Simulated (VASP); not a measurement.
KF, 2 atoms in the cell. Symmetry: I4mm, No. 107, tetragonal system. Conventional cell: a = 3.781 Å, b = 3.781 Å, c = 5.347 Å, α = 90.00°, β = 90.00°, γ = 90.00°. Within 3.3 Å of K (site symmetry 4mm) lie 6 F at 2.49 to 2.86 Å. Within 3.3 Å of F (site symmetry 4mm) lie 6 K at 2.49 to 2.86 Å.  This cell differs from its parent crystal: all F atoms moved +0.188 Å, as atom 2 along Cartesian [1 0 0].

```yaml
Program: VASP 6.6.1
Task: single point
Functional: r2SCAN
Potentials_or_basis: VASP PAW PBE potentials, release 64 (K_sv, F)
Cutoff: 520 eV
k_mesh: 8 × 8 × 8
Occupations: gaussian, width 0.05 eV
Spin: no spin polarisation
Dipole_correction: no
Further_INCAR_settings: ALGO = Normal; EDIFF = 1e-07; NBANDS = 15
```

Potentials or basis: VASP PAW PBE potentials, release 64 (K_sv, F).

Command:

```console
$ cat potpaw_PBE.64/K_sv/POTCAR potpaw_PBE.64/F/POTCAR > POTCAR
$ cp INCAR.step1 INCAR
$ mpirun -np 1 vasp_std > vasp.out
$ cp INCAR.step2 INCAR
$ mpirun -np 1 vasp_std > vasp.out
```

Hardware: 1 thread of Intel Xeon 8259CL (shared host).

Problem. Estimate the wall time of this run.

Solution. Run time: 4.4 min on 1 thread of Intel Xeon 8259CL, on a shared host, peak memory 0.18 GiB. Counts: k points 59.
